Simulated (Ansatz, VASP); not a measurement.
## KTaO3: VASP beside Ansatz

```
K Ta O
1.0
     3.99013    0.00000    0.00000
     0.00000    3.99013    0.00000
     0.00000    0.00000    3.99013
K Ta O
1 1 3
Cartesian
  0.0000 0.0000 0.0000
  1.9951 1.9951 1.9951
  1.9951 1.9951 0.0000
  1.9951 0.0000 1.9951
  0.0000 1.9951 1.9951
```

Alike in both runs: task single point; functional HSE06; k mesh 4 × 4 × 4; no spin polarisation.

|  | VASP | Ansatz |
| --- | --- | --- |
| version | VASP 6.6.1 | Ansatz 0.2.0 |
| potentials or method | VASP PAW PBE potentials, release 64 (K_sv, Ta_pv, O) | plane waves, PAW |
| plane-wave cutoff (eV) | 520 | 420 |
| occupations | gaussian, width 0.01 eV | fixed |
| valence electrons in the cell | 38 | 40 |

VASP gave:

* gap on the k mesh at the Fermi level (eV): 3.48
* pressure (GPa): -0.3

Problem. Which values does Ansatz return?

Solution. gap on the k mesh at the Fermi level (eV): 3.57; pressure (GPa): -0.6.

VASP's potentials hold 38 valence electrons a cell and Ansatz's 40, so a difference there can come from the potentials and not from the codes. Ansatz's warnings: stress exchange threshold loose, stress scf threshold loose.

Spin-orbit coupling is off throughout.
